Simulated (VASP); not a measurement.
# MnAl3 (Fm-3m) in VASP: settings compared

Aim: see how the results for MnAl3 move with the level of theory and the settings. Levels: PBEsol, r2SCAN. Tasks: single point.

Program: VASP 6.6.1. These are calculated values, not measurements. Logs are shortened: lines on timing, memory, paths and dates and some standing lists are left out, and cuts for length are marked.

## Step 1: The cell of the first run

Symmetry: Fm-3m, No. 225, cubic system. The conventional cell has a = 6.016 Å, b = 6.016 Å, c = 6.016 Å, α = 90.00°, β = 90.00°, γ = 90.00°. Al (site symmetry -43m) has 10 Al at 2.60 to 3.01 Å and 4 Mn at 2.60 Å within 3.4 Å. Within 3.4 Å of Al (site symmetry m-3m) lie 8 Al at 2.60 Å and 6 Mn at 3.01 Å. Mn (site symmetry m-3m) has 14 Al at 2.60 to 3.01 Å within 3.4 Å.

## Step 2: Single point, PBEsol, collinear spin, ferromagnetic start

INCAR reads:

```
SYSTEM = MnAl3
PREC = Accurate
ENCUT = 520
EDIFF = 1E-7
ISMEAR = 0
SIGMA = 0.1
LREAL = .FALSE.
LASPH = .TRUE.
NELM = 150
ALGO = Normal
ISIF = 2
LWAVE = .FALSE.
LCHARG = .FALSE.
ISPIN = 2
MAGMOM = 0 0 0 5
LORBIT = 11
LMAXMIX = 4
GGA = PS
NBANDS = 23
```

KPOINTS reads:

```
Automatic mesh
0
G
  12 12 12
  0 0 0
```

POSCAR reads:

```
MnAl3
1.0
    0.0000000000      3.0078250317      3.0078250317
    3.0078250317      0.0000000000      3.0078250317
    3.0078250317      3.0078250317      0.0000000000
Al Mn
3 1
Direct
    0.2500000000      0.2500000000      0.2500000000
    0.7500000000      0.7500000000      0.7500000000
    0.5000000000      0.5000000000      0.5000000000
    0.0000000000      0.0000000000      0.0000000000
```

Potentials or basis: VASP PAW PBE potentials, release 64 (Al, Mn_pv).

On the command line:

```console
$ cat potpaw_PBE.64/Al/POTCAR potpaw_PBE.64/Mn_pv/POTCAR > POTCAR
$ mpirun -np 1 vasp_std > vasp.out
```

OUTCAR:

```text
SYSTEM = MnAl3
   PREC = Accurate
   ENCUT = 520
   EDIFF = 1E-7
   ISMEAR = 0
   LREAL = .FALSE.
   LASPH = .TRUE.
   NELM = 150
   ISIF = 2
   ISPIN = 2
   LORBIT = 11
   GGA = PS

 ion  position               nearest neighbor table
   1  0.250  0.250  0.250-   3 2.60   4 2.60   4 2.60   4 2.60   4 2.60   3 2.60   3 2.60   3 2.60
                             2 3.01   2 3.01   2 3.01   2 3.01   2 3.01   2 3.01
   2  0.750  0.750  0.750-   3 2.60   4 2.60   3 2.60   3 2.60   3 2.60   4 2.60   4 2.60   4 2.60
                             1 3.01   1 3.01   1 3.01   1 3.01   1 3.01   1 3.01
   3  0.500  0.500  0.500-   1 2.60   2 2.60   1 2.60   1 2.60   1 2.60   2 2.60   2 2.60   2 2.60
                             4 3.01   4 3.01   4 3.01   4 3.01   4 3.01   4 3.01
   4  0.000  0.000  0.000-   1 2.60   2 2.60   2 2.60   2 2.60   2 2.60   1 2.60   1 2.60   1 2.60
                             3 3.01   3 3.01   3 3.01   3 3.01   3 3.01   3 3.01

  LATTYP: Found a face centered cubic cell.
 ALAT       =     6.0156500634

  Lattice vectors:

 A1 = (   0.0000000000,   3.0078250317,   3.0078250317)
 A2 = (   3.0078250317,   0.0000000000,   3.0078250317)
 A3 = (   3.0078250317,   3.0078250317,   0.0000000000)

Analysis of symmetry for initial positions (statically):
=====================================================================
 Subroutine PRICEL returns:
 Original cell was already a primitive cell.

 Routine SETGRP: Setting up the symmetry group for a
 face centered cubic supercell.

 Subroutine GETGRP returns: Found 48 space group operations
 (whereof 48 operations were pure point group operations)
 out of a pool of 48 trial point group operations.

The static configuration has the point symmetry O_h .

Analysis of symmetry for dynamics (positions and initial velocities):
=====================================================================
 Subroutine PRICEL returns:
 Original cell was already a primitive cell.

 Routine SETGRP: Setting up the symmetry group for a
 face centered cubic supercell.

 Subroutine GETGRP returns: Found 48 space group operations
 (whereof 48 operations were pure point group operations)
 out of a pool of 48 trial point group operations.

The dynamic configuration has the point symmetry O_h .

Analysis of structural, dynamic, and magnetic symmetry:
=====================================================================
 Subroutine PRICEL returns:
 Original cell was already a primitive cell.

 Routine SETGRP: Setting up the symmetry group for a
 face centered cubic supercell.

 Subroutine GETGRP returns: Found 48 space group operations
 (whereof 48 operations were pure point group operations)
 out of a pool of 48 trial point group operations.

The overall configuration has the point symmetry O_h .

[... 133 lines left out ...]
 spin polarized calculation
 Gauss-broadening in eV      SIGMA  =   0.10
  energy-cutoff  :      520.00
  volume of cell :       54.42
 maximum number of plane-waves:      1484
   NGX = 15   NGY = 15   NGZ = 15

 number of electron      21.9999989 magnetization       1.3807762

 Free energy of the ion-electron system (eV)
  ---------------------------------------------------
  ext. energy  EPLUGINS =         0.00000000
  ---------------------------------------------------
  free energy    TOTEN  =       -21.63981283 eV

  energy without entropy =      -21.62177303  energy(sigma->0) =      -21.63079293

 E-fermi :   9.4335     XC(G=0): -11.4134

 val. band max:        9.4334189059   @ k =   0.4167   0.3333   0.0000
 cond. band min:       9.4339633411   @ k =  -0.2500   0.3333   0.0833
 fundamental gap:      0.0005444352
 Fermi energy:         9.4335495388

 spin component 1

 k-point     1 :       0.0000    0.0000    0.0000
  band No.  band energies     occupation
      1     -38.5165      1.00000
      2     -38.5165      1.00000
      3     -38.5165      1.00000
      4      -2.0277      1.00000
      5       6.4562      1.00000
      6       6.4562      1.00000
[... 613 lines left out ...]
     22      20.2117      0.00000
     23      21.2402      0.00000

 [... further k-points ...]

 spin component 2

 k-point     1 :       0.0000    0.0000    0.0000
  band No.  band energies     occupation
      1     -37.1410      1.00000
      2     -37.1410      1.00000
      3     -37.1410      1.00000
      4      -1.9902      1.00000
      5       6.9279      1.00000
      6       6.9279      1.00000
[... 613 lines left out ...]
     22      20.2654      0.00000
     23      21.3431      0.00000

 [... further k-points ...]

------------------------ aborting loop because EDIFF is reached ----------------------------------------

  FORCE on cell =-STRESS in cart. coord.  units (eV):
  Direction    XX          YY          ZZ          XY          YZ          ZX
  --------------------------------------------------------------------------------------
  -------------------------------------------------------------------------------------
  Total        0.0448815      0.0448815      0.0448815      0.0000000      0.0000000     -0.0000000
  in kB        1.3212673      1.3212673      1.3212673      0.0000000      0.0000000     -0.0000000
  external PRESSURE =       1.3212673 kB  Pullay stress =       0.0000000 kB

 VOLUME and BASIS-vectors are now :
 -----------------------------------------------------------------------------
  energy-cutoff  :      520.00
  volume of cell :       54.42
      direct lattice vectors                 reciprocal lattice vectors
     0.000000000  3.007825032  3.007825032    -0.166233074  0.166233074  0.166233074
     3.007825032  0.000000000  3.007825032     0.166233074 -0.166233074  0.166233074
     3.007825032  3.007825032  0.000000000     0.166233074  0.166233074 -0.166233074

 POSITION                                       TOTAL-FORCE (eV/Angst)
 -----------------------------------------------------------------------------------
      1.50391      1.50391      1.50391         0.000000      0.000000      0.000000
      4.51174      4.51174      4.51174        -0.000000     -0.000000     -0.000000
      3.00783      3.00783      3.00783        -0.000000      0.000000      0.000000
      0.00000      0.00000      0.00000        -0.000000      0.000000      0.000000
 -----------------------------------------------------------------------------------
    total drift:                                0.000000     -0.000000      0.000000

  FREE ENERGIE OF THE ION-ELECTRON SYSTEM (eV)
  ---------------------------------------------------
  free  energy   TOTEN  =       -21.6398128287 eV

  energy  without entropy=      -21.6217730274  energy(sigma->0) =      -21.63079293

 total charge

# of ion       s       p       d       tot
------------------------------------------
    1        0.393   0.413   0.000   0.805
    2        0.393   0.413   0.000   0.805
    3        0.386   0.411   0.000   0.797
    4        0.345   6.250   5.263  11.857
--------------------------------------------------
tot          1.516   7.486   5.263  14.265

 magnetization (x)

# of ion       s       p       d       tot
------------------------------------------
    1       -0.013  -0.006   0.000  -0.019
    2       -0.013  -0.006   0.000  -0.019
    3       -0.014  -0.005   0.000  -0.019
    4        0.002   0.045   1.320   1.367
--------------------------------------------------
tot         -0.038   0.028   1.320   1.310
```

OSZICAR:

```text
N       E                     dE             d eps       ncg     rms          rms(c)
DAV:   1     0.127947201639E+03    0.12795E+03   -0.10697E+04  6856   0.902E+02
DAV:   2    -0.181902478050E+02   -0.14614E+03   -0.14020E+03  7135   0.248E+02
DAV:   3    -0.231601805682E+02   -0.49699E+01   -0.49245E+01  8048   0.488E+01
DAV:   4    -0.232298142692E+02   -0.69634E-01   -0.69616E-01  7660   0.583E+00
DAV:   5    -0.232317556390E+02   -0.19414E-02   -0.19413E-02  8195   0.976E-01    0.213E+01
DAV:   6    -0.333235585272E+02   -0.10092E+02   -0.80391E+01  7303   0.621E+01    0.382E+01
DAV:   7    -0.215679257210E+02    0.11756E+02   -0.38349E+01  7534   0.590E+01    0.451E+00
DAV:   8    -0.216890695618E+02   -0.12114E+00   -0.90380E-01  7485   0.566E+00    0.220E+00
DAV:   9    -0.216464226908E+02    0.42647E-01   -0.67090E-02  7704   0.142E+00    0.144E+00
DAV:  10    -0.216401661821E+02    0.62565E-02   -0.21251E-02  7786   0.102E+00    0.343E-01
DAV:  11    -0.216399778556E+02    0.18833E-03   -0.18433E-03  7534   0.263E-01    0.204E-01
DAV:  12    -0.216398110310E+02    0.16682E-03   -0.47255E-04  8026   0.100E-01    0.956E-02
DAV:  13    -0.216398120597E+02   -0.10286E-05   -0.92654E-05  7929   0.530E-02    0.431E-02
DAV:  14    -0.216398127878E+02   -0.72814E-06   -0.96315E-06  8165   0.182E-02    0.158E-02
DAV:  15    -0.216398127329E+02    0.54905E-07   -0.32181E-06  7401   0.865E-03    0.612E-03
DAV:  16    -0.216398128287E+02   -0.95770E-07   -0.29549E-07  7576   0.376E-03
   1 F= -.21639813E+02 E0= -.21630793E+02  d E =-.180398E-01  mag=     1.3807
```

stdout:

```text
POSCAR found type information on POSCAR AlMn
 POSCAR found :  2 types and       4 ions
 scaLAPACK will be used
 -----------------------------------------------------------------------------
|                                                                             |
|                                                                             |
|     You enforced a specific xc type in the INCAR file but a different       |
|     I HOPE YOU KNOW WHAT YOU ARE DOING!                                     |
|                                                                             |
 -----------------------------------------------------------------------------

 LDA part: xc-table for (Slater+PW92), standard interpolation
 POSCAR, INCAR and KPOINTS ok, starting setup
 FFT: planning ... GRIDC
 FFT: planning ... GRID_SOFT
 FFT: planning ... GRID
 WAVECAR not read
 entering main loop
```

It took 60 s on 1 thread of Intel Xeon 6975P-C (Granite Rapids), shared host; peak memory 0.28 GiB.

Results:

| Property | Result |
| --- | --- |
| Free energy | -21.6398 eV |
| Pressure | 0.1 GPa |
| Net moment | 1.38 μB per cell |
| Site moments | Al -0.02; Mn +1.37 μB |
| Valence electrons inside the program's atomic spheres | Al 0.81, 0.80 (each value once); Mn 11.86 |

Levels at points of the mesh, in eV from the Fermi level:
Spin up:
```tsv
k point	band 9	band 10	band 11	band 12	band 13	band 14	band 15	band 16
(0.00, 0.00, 0.00)	-1.69	-0.08	-0.08	-0.08	2.00	2.78	2.78	2.78
(0.50, 0.00, 0.00)	-1.26	-1.26	-0.50	-0.50	-0.02	1.67	1.67	3.99
(0.50, 0.50, 0.00)	-2.41	-1.16	-1.16	-1.16	0.54	1.64	6.97	6.97
```
Spin down:
```csv
k point,band 7,band 8,band 9,band 10,band 11,band 12,band 13,band 14
"(0.00, 0.00, 0.00)",-2.51,-0.64,-0.64,-0.05,-0.05,-0.05,1.95,3.42
"(0.50, 0.00, 0.00)",-2.96,-0.63,-0.41,-0.41,-0.21,-0.21,-0.07,2.57
"(0.50, 0.50, 0.00)",-3.86,-3.86,-2.00,-0.15,-0.15,0.10,1.70,2.55
```

Caveat: the PAW data sets were made with another functional, which shifts forces and pressure a little.

(Part 1 of 3 ends here.)
